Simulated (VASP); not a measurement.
# Ti (P6/mmm) in VASP: a series of runs

The runs below take Ti through single point, with LDA.

All numbers are computed with VASP 6.6.1; they aren't measurements. Logs are shortened: lines on timing, memory, paths and dates and some standing lists are left out, and cuts for length are marked.

## 1. The cell of the first run

Symmetry: P6/mmm, No. 191, hexagonal system. The conventional cell has a = 4.600 Å, b = 4.600 Å, c = 2.820 Å, α = 90.00°, β = 90.00°, γ = 120.00°. Within 3.7 Å of Ti (site symmetry 6/mmm) lie 14 Ti at 2.82 to 3.01 Å. Within 3.5 Å of Ti (site symmetry -6m2) lie 11 Ti at 2.66 to 3.01 Å.

## 2. Single point, LDA

INCAR reads:

```
SYSTEM = Ti
  PREC = Accurate
  ENCUT = 520
  EDIFF = 1E-7
  ISMEAR = 0
  SIGMA = 0.5
  LREAL = .False.
  LASPH = .True.
  NELM = 100
  ALGO = Normal
  ISIF = 2
  LWAVE = .False.
  LCHARG = .True.
  GGA = CA
  LELF = .True.
  LVHAR = .True.
  NBANDS = 25
```

KPOINTS reads:

```
regular mesh
0
Gamma
  8 8 11
  0 0 0
```

POSCAR reads:

```
Ti
1.0
    4.6000000000      0.0000000000      0.0000000000
   -2.3000000000      3.9837168600      0.0000000000
    0.0000000000      0.0000000000      2.8200000000
Ti
3
Direct
    0.0000000000      0.0000000000      0.0000000000
    0.3333333333      0.6666666667      0.5000000000
    0.6666666667      0.3333333333      0.5000000000
```

Potentials or basis: VASP PAW LDA potentials, release 64 (Ti_sv).

Started as:

```bash
> cat potpaw_LDA.64/Ti_sv/POTCAR > POTCAR
> mpirun -np 1 vasp_std > vasp.out
```

OUTCAR:

```text
SYSTEM = Ti
   PREC = Accurate
   ENCUT = 520
   EDIFF = 1E-7
   ISMEAR = 0
   LREAL = .False.
   LASPH = .True.
   NELM = 100
   ISIF = 2
   GGA = CA

 ion  position               nearest neighbor table
   1  0.000  0.000  0.000-
   2  0.333  0.667  0.500-   3 2.66   3 2.66   3 2.66
   3  0.667  0.333  0.500-   2 2.66   2 2.66   2 2.66

  LATTYP: Found a hexagonal cell.
 ALAT       =     4.6000000000
 C/A-ratio  =     0.6130434783

  Lattice vectors:

 A1 = (   4.6000000000,   0.0000000000,   0.0000000000)
 A2 = (  -2.3000000000,   3.9837168600,   0.0000000000)
 A3 = (   0.0000000000,   0.0000000000,   2.8200000000)

Analysis of symmetry for initial positions (statically):
=====================================================================
 Subroutine PRICEL returns:
 Original cell was already a primitive cell.

 Routine SETGRP: Setting up the symmetry group for a
 hexagonal supercell.

 Subroutine GETGRP returns: Found 24 space group operations
 (whereof 24 operations were pure point group operations)
 out of a pool of 24 trial point group operations.

The static configuration has the point symmetry D_6h.

Analysis of symmetry for dynamics (positions and initial velocities):
=====================================================================
 Subroutine PRICEL returns:
 Original cell was already a primitive cell.

 Routine SETGRP: Setting up the symmetry group for a
 hexagonal supercell.

 Subroutine GETGRP returns: Found 24 space group operations
 (whereof 24 operations were pure point group operations)
 out of a pool of 24 trial point group operations.

The dynamic configuration has the point symmetry D_6h.

 Subroutine INISYM returns: Found 24 space group operations
 (whereof 24 operations are pure point group operations),
 and found     1 'primitive' translations

----------------------------------------------------------------------------------------

                                     Primitive cell

  volume of cell :      51.6768

  direct lattice vectors                    reciprocal lattice vectors
     4.600000000  0.000000000  0.000000000     0.217391304  0.125510928  0.000000000
    -2.300000000  3.983716860  0.000000000     0.000000000  0.251021856  0.000000000
     0.000000000  0.000000000  2.820000000     0.000000000  0.000000000  0.354609929

  length of vectors
     4.600000000  4.600000002  2.820000000     0.251021856  0.251021856  0.354609929

  position of ions in fractional coordinates (direct lattice)
     0.000000000  0.000000000  0.000000000
     0.333333333  0.666666667  0.500000000
     0.666666667  0.333333333  0.500000000

  ion indices of the primitive-cell ions
   primitive index   ion index
                 1           1
                 2           2
                 3           3

----------------------------------------------------------------------------------------

 KPOINTS: regular mesh

Automatic generation of k-mesh.
 Grid dimensions read from file:
 generate k-points for:    8    8   11

 Generating k-lattice:

  Cartesian coordinates                     Fractional coordinates (reciprocal lattice)
     0.027173913  0.015688866  0.000000000     0.125000000  0.000000000  0.000000000
     0.000000000  0.031377732  0.000000000     0.000000000  0.125000000  0.000000000
     0.000000000  0.000000000  0.032237266     0.000000000  0.000000000  0.090909091

  Length of vectors
     0.031377732  0.031377732  0.032237266

  Shift w.r.t. Gamma in fractional coordinates (k-lattice)
     0.000000000  0.000000000  0.000000000

 Subroutine IBZKPT returns following result:
 ===========================================

 Found     60 irreducible k-points:

 Following reciprocal coordinates:
            Coordinates               Weight
  0.000000  0.000000  0.000000      1.000000
  0.125000  0.000000  0.000000      6.000000
  0.250000  0.000000  0.000000      6.000000
  0.375000  0.000000  0.000000      6.000000
  0.500000  0.000000  0.000000      3.000000
  0.125000  0.125000  0.000000      6.000000
[... 16 lines left out ...]
  0.250000  0.000000  0.181818     12.000000
  0.375000  0.000000  0.181818     12.000000
 [... further k-points ...]
   k-points           NKPTS =     60   k-points in BZ     NKDIM =     60   number of bands    NBANDS=     25
   number of dos      NEDOS =    301   number of ions     NIONS =      3
   total plane-waves  NPLWV =  31104
   dimension x,y,z NGX =    36 NGY =   36 NGZ =   24
   dimension x,y,z NGXF=    72 NGYF=   72 NGZF=   48
   ions per type =               3
   NGX,Y,Z   is equivalent  to a cutoff of  13.01, 13.01, 14.15 a.u.
   NGXF,Y,Z  is equivalent  to a cutoff of  26.02, 26.02, 28.30 a.u.
 SYSTEM =  Ti
   PREC   = accura    normal or accurate (medium, high low for compatibility)
   ISTART =      0    job   : 0-new  1-cont  2-samecut
   ICHARG =      2    charge: 1-file 2-atom 10-const
   ISPIN  =      1    spin polarized calculation?
   LNONCOLLINEAR =      F non collinear calculations
   LSORBIT =      F    spin-orbit coupling
   LASPH  =      T    aspherical Exc in radial PAW
   ENCUT  =  520.0 eV  38.22 Ry    6.18 a.u.   8.55  8.55  5.24*2*pi/ulx,y,z
   NELM   =    100;   NELMIN=  2; NELMDL= -5     # of ELM steps
   EDIFF  = 0.1E-06   stopping-criterion for ELM
   LREAL  =      F    real-space projection
   EDIFFG = 0.1E-05   stopping-criterion for IOM
   NSW    =      0    number of steps for IOM
   IBRION =     -1    ionic relax: 0-MD 1-quasi-New 2-CG
   NFREE  =      0    steps in history (QN), initial steepest desc. (CG)
   ISIF   =      2    stress and relaxation
   ISYM   =      2    0-nonsym 1-usesym 2-fastsym
   POTIM  = 0.5000    time-step for ionic-motion
   TEBEG  =    0.0;   TEEND  =   0.0 temperature during run
   PSTRESS=    0.0 pullay stress
   NELECT =      36.0000    total number of electrons
   NUPDOWN=      -1.0000    fix difference up-down
   EMIN   =  10.00;   EMAX   =-10.00  energy-range for DOS
   EFERMI =   0.00;   METHOD = LEGACY
   ISMEAR =     0;   SIGMA  =   0.50  broadening in eV -4-tet -1-fermi 0-gaus
   EFERMI_NEDOS =   21; number of points for ismear=-14 and -15
   IALGO  =     38    algorithm
   IMIX   =      4    mixing-type and parameters
     AMIX     =   0.40;   BMIX     =  1.00
     AMIX_MAG =   1.60;   BMIX_MAG =  1.00
  volume/ion in A,a.u.               =      17.23       116.24
  Fermi-wavevector in a.u.,A,eV,Ry     =   1.451255  2.742475 28.655807  2.106142
  Thomas-Fermi vector in A             =   2.568774
   LORBIT       =      0    0 simple, 1 ext, 2 COOP (PROOUT), +10 PAW based schemes
   GGA     = CA    functional components
   LHFCALC =     F    Hartree Fock is set to
   AEXX    =    0.0000 exact exchange contribution
   IVDW    =     0    specifies the selected vdW correction
   LEPSILON=     F    determine dielectric tensor
   LRPA    =     F    only Hartree local field effects (RPA)
 non-spin polarized calculation
 Gauss-broadening in eV      SIGMA  =   0.50
  energy-cutoff  :      520.00
  volume of cell :       51.68
 maximum number of plane-waves:      1414
 NGX is ok and might be reduce to    36
   NGX = 17   NGY = 17   NGZ = 11

 number of electron      35.9999981 magnetization

 Free energy of the ion-electron system (eV)
  ---------------------------------------------------
  ext. energy  EPLUGINS =         0.00000000
  ---------------------------------------------------
  free energy    TOTEN  =       -25.80927982 eV

  energy without entropy =      -25.31327531  energy(sigma->0) =      -25.56127756

 E-fermi :   8.0281     XC(G=0): -11.8201

 val. band max:        8.0273995879   @ k =   0.3750   0.0000   0.0000
 cond. band min:       8.0471260448   @ k =   0.2500   0.0000   0.0909
 fundamental gap:      0.0197264568
 Fermi energy:         8.0280565798

 k-point     1 :       0.0000    0.0000    0.0000
  band No.  band energies     occupation
      1     -48.0419      2.00000
      2     -47.8559      2.00000
      3     -47.7008      2.00000
      4     -24.7364      2.00000
      5     -24.7364      2.00000
      6     -24.7087      2.00000
[... 17 lines left out ...]
     24       9.9403      0.00000
     25       9.9798      0.00000

 k-point     2 :       0.1250    0.0000    0.0000
  band No.  band energies     occupation
      1     -48.0387      2.00000
      2     -47.8533      2.00000
      3     -47.7069      2.00000
      4     -24.8074      2.00000
      5     -24.7909      2.00000
      6     -24.6357      2.00000
[... 17 lines left out ...]
     24       9.6838      0.00000
     25      10.3217      0.00000

 k-point     3 :       0.2500    0.0000    0.0000
  band No.  band energies     occupation
      1     -48.0311      2.00000
      2     -47.8446      2.00000
      3     -47.7237      2.00000
      4     -24.8767      2.00000
      5     -24.8031      2.00000
      6     -24.5612      2.00000
[... 17 lines left out ...]
     24       9.8162      0.00000
     25      10.6890      0.00000

 k-point     4 :       0.3750    0.0000    0.0000
  band No.  band energies     occupation
      1     -48.0239      2.00000
      2     -47.8301      2.00000
      3     -47.7459      2.00000
      4     -24.9227      2.00000
      5     -24.7584      2.00000
      6     -24.5326      2.00000
[... 17 lines left out ...]
     24      10.3034      0.00000
     25      10.5620      0.00000
[... 477 lines left out ...]
 k-point    22 :       0.1250    0.0000    0.1818
  band No.  band energies     occupation
      1     -48.0162      2.00000
      2     -47.8403      2.00000
      3     -47.6900      2.00000
      4     -24.7703      2.00000
      5     -24.7576      2.00000
      6     -24.6240      2.00000
[... 17 lines left out ...]
     24       9.6304      0.00001
     25      10.5744      0.00000

 k-point    23 :       0.2500    0.0000    0.1818
  band No.  band energies     occupation
      1     -48.0105      2.00000
      2     -47.8297      2.00000
      3     -47.7066      2.00000
      4     -24.8318      2.00000
      5     -24.7747      2.00000
      6     -24.5629      2.00000
[... 17 lines left out ...]
     24       9.7711      0.00000
     25      10.9120      0.00000

 k-point    24 :       0.3750    0.0000    0.1818
  band No.  band energies     occupation
      1     -48.0053      2.00000
      2     -47.8132      2.00000
      3     -47.7289      2.00000
      4     -24.8730      2.00000
      5     -24.7457      2.00000
      6     -24.5749      2.00000
[... 17 lines left out ...]
     24      10.1624      0.00000
     25      10.5445      0.00000

 [... further k-points ...]
[... 5 lines left out ...]
  --------------------------------------------------------------------------------------
  -------------------------------------------------------------------------------------
  Total       -2.7247950     -2.7247950     -2.6449818      0.0000000      0.0000000      0.0000000
  in kB      -84.4790480    -84.4790482    -82.0045353      0.0000000      0.0000000      0.0000000
  external PRESSURE =     -83.6542105 kB  Pullay stress =       0.0000000 kB

 VOLUME and BASIS-vectors are now :
 -----------------------------------------------------------------------------
  energy-cutoff  :      520.00
  volume of cell :       51.68
      direct lattice vectors                 reciprocal lattice vectors
     4.600000000  0.000000000  0.000000000     0.217391304  0.125510928  0.000000000
    -2.300000000  3.983716860  0.000000000     0.000000000  0.251021856  0.000000000
     0.000000000  0.000000000  2.820000000     0.000000000  0.000000000  0.354609929

 POSITION                                       TOTAL-FORCE (eV/Angst)
 -----------------------------------------------------------------------------------
      0.00000      0.00000      0.00000         0.000000      0.000000     -0.000000
     -0.00000      2.65581      1.41000         0.000000     -0.000000      0.000000
      2.30000      1.32791      1.41000        -0.000000      0.000000     -0.000000
 -----------------------------------------------------------------------------------
    total drift:                                0.000000      0.000000     -0.000000

  FREE ENERGIE OF THE ION-ELECTRON SYSTEM (eV)
  ---------------------------------------------------
  free  energy   TOTEN  =       -25.8092798231 eV

  energy  without entropy=      -25.3132753057  energy(sigma->0) =      -25.56127756
```

Run time: 65 s. Hardware: 1 thread of Intel Xeon Platinum 8259CL at 2.50GHz (Skylake/Cascade Lake), shared host; peak memory 0.19 GiB.

What came out:

| Property | Result |
| --- | --- |
| Free energy | -25.8093 eV |
| Pressure | -8.4 GPa |
| Band gap on the k mesh | zero (band 18 reaches 8.23 eV, above the bottom of band 19 at 7.96 eV) |

Stress tensor (GPa, compression positive):
```
-8.45  0.00  0.00
 0.00 -8.45  0.00
 0.00  0.00 -8.20
```

Levels at points of the mesh, in eV from the Fermi level:
```
           k point  band 15  band 16  band 17  band 18  band 19  band 20  band 21  band 22
(0.00, 0.00, 0.00)    -0.64    -0.64    -0.55    -0.55    -0.07     0.65     1.30     1.30
(0.50, 0.00, 0.00)    -2.55    -0.38    -0.38    -0.35     0.11     0.52     1.13     1.19
```

## 3. Single point, LDA

INCAR reads:

```
SYSTEM = Ti
PREC = Accurate
ENCUT = 520
EDIFF = 1E-6
ISMEAR = 0
SIGMA = 0.3
LREAL = .False.
LASPH = .True.
NELM = 80
ALGO = Normal
ISIF = 2
LWAVE = .False.
LCHARG = .False.
NBANDS = 25
```

KPOINTS is that of step 2.

POSCAR is that of step 2.

Potentials or basis: VASP PAW LDA potentials, release 64 (Ti_sv).

Started as:

```bash
> cat potpaw_LDA.64/Ti_sv/POTCAR > POTCAR
> mpirun -np 1 vasp_std > vasp.out
```

OUTCAR:

```text
SYSTEM = Ti
   PREC = Accurate
   ENCUT = 520
   EDIFF = 1E-6
   ISMEAR = 0
   LREAL = .False.
   LASPH = .True.
   NELM = 80
   ISIF = 2

 ion  position               nearest neighbor table
   1  0.000  0.000  0.000-
   2  0.333  0.667  0.500-   3 2.66   3 2.66   3 2.66
   3  0.667  0.333  0.500-   2 2.66   2 2.66   2 2.66

  LATTYP: Found a hexagonal cell.
 ALAT       =     4.6000000000
 C/A-ratio  =     0.6130434783

  Lattice vectors:

 A1 = (   4.6000000000,   0.0000000000,   0.0000000000)
 A2 = (  -2.3000000000,   3.9837168600,   0.0000000000)
[... 855 lines left out ...]
     24      10.1428      0.00000
     25      10.5297      0.00000

 [... further k-points ...]
[... 5 lines left out ...]
  --------------------------------------------------------------------------------------
  -------------------------------------------------------------------------------------
  Total       -3.1006603     -3.1006603     -2.5122188      0.0000000      0.0000000      0.0000000
  in kB      -96.1323082    -96.1323083    -77.8883756      0.0000000      0.0000000      0.0000000
  external PRESSURE =     -90.0509974 kB  Pullay stress =       0.0000000 kB

 VOLUME and BASIS-vectors are now :
 -----------------------------------------------------------------------------
  energy-cutoff  :      520.00
  volume of cell :       51.68
      direct lattice vectors                 reciprocal lattice vectors
     4.600000000  0.000000000  0.000000000     0.217391304  0.125510928  0.000000000
    -2.300000000  3.983716860  0.000000000     0.000000000  0.251021856  0.000000000
     0.000000000  0.000000000  2.820000000     0.000000000  0.000000000  0.354609929

 POSITION                                       TOTAL-FORCE (eV/Angst)
 -----------------------------------------------------------------------------------
      0.00000      0.00000      0.00000        -0.000000     -0.000000     -0.000000
     -0.00000      2.65581      1.41000        -0.000000      0.000000      0.000000
      2.30000      1.32791      1.41000         0.000000      0.000000     -0.000000
 -----------------------------------------------------------------------------------
    total drift:                                0.000000      0.000000     -0.000000

  FREE ENERGIE OF THE ION-ELECTRON SYSTEM (eV)
  ---------------------------------------------------
  free  energy   TOTEN  =       -25.6599149072 eV

  energy  without entropy=      -25.5069765389  energy(sigma->0) =      -25.58344572
```

OSZICAR:

```text
N       E                     dE             d eps       ncg     rms          rms(c)
DAV:   1     0.428615574668E+03    0.42862E+03   -0.18720E+04  3000   0.178E+03
DAV:   2     0.190364880051E+02   -0.40958E+03   -0.40296E+03  3039   0.515E+02
DAV:   3    -0.253641843197E+02   -0.44401E+02   -0.43227E+02  5505   0.146E+02
DAV:   4    -0.287927468577E+02   -0.34286E+01   -0.33908E+01  4255   0.368E+01
DAV:   5    -0.289536369851E+02   -0.16089E+00   -0.16082E+00  4747   0.660E+00    0.145E+01
DAV:   6    -0.256669605694E+02    0.32867E+01   -0.12213E+01  3780   0.320E+01    0.350E+00
DAV:   7    -0.256408087469E+02    0.26152E-01   -0.11347E+00  4561   0.655E+00    0.232E+00
DAV:   8    -0.256996296269E+02   -0.58821E-01   -0.45135E-01  4413   0.719E+00    0.210E+00
DAV:   9    -0.256715802317E+02    0.28049E-01   -0.43587E-01  4412   0.528E+00    0.823E-01
DAV:  10    -0.256592777367E+02    0.12302E-01   -0.69035E-02  3970   0.280E+00    0.988E-02
DAV:  11    -0.256598190955E+02   -0.54136E-03   -0.53359E-03  4344   0.625E-01    0.130E-01
DAV:  12    -0.256599376817E+02   -0.11859E-03   -0.45207E-04  3968   0.177E-01    0.434E-02
DAV:  13    -0.256599172262E+02    0.20455E-04   -0.16171E-04  4268   0.874E-02    0.156E-02
DAV:  14    -0.256599144062E+02    0.28200E-05   -0.17268E-05  4397   0.431E-02    0.662E-03
DAV:  15    -0.256599149072E+02   -0.50096E-06   -0.95206E-07  2342   0.941E-03
   1 F= -.25659915E+02 E0= -.25583446E+02  d E =-.152938E+00
```

stdout:

```text
POSCAR found type information on POSCAR Ti
 POSCAR found :  1 types and       3 ions
 scaLAPACK will be used
 LDA part: xc-table for (Slater(with rela. corr.)+CA(PZ))
 , standard interpolation
 POSCAR, INCAR and KPOINTS ok, starting setup
 FFT: planning ... GRIDC
 FFT: planning ... GRID_SOFT
 FFT: planning ... GRID
 WAVECAR not read
 entering main loop
```

Run time: 55 s. Hardware: 1 thread of Intel Xeon Platinum 8259CL at 2.50GHz (Skylake/Cascade Lake), shared host; peak memory 0.19 GiB.

Results:

```
Free energy            : -25.6599 eV
Pressure               : -9.0 GPa
Band gap on the k mesh : zero (band 18 reaches 8.23 eV, above the bottom of band 19 at 7.96 eV)
```
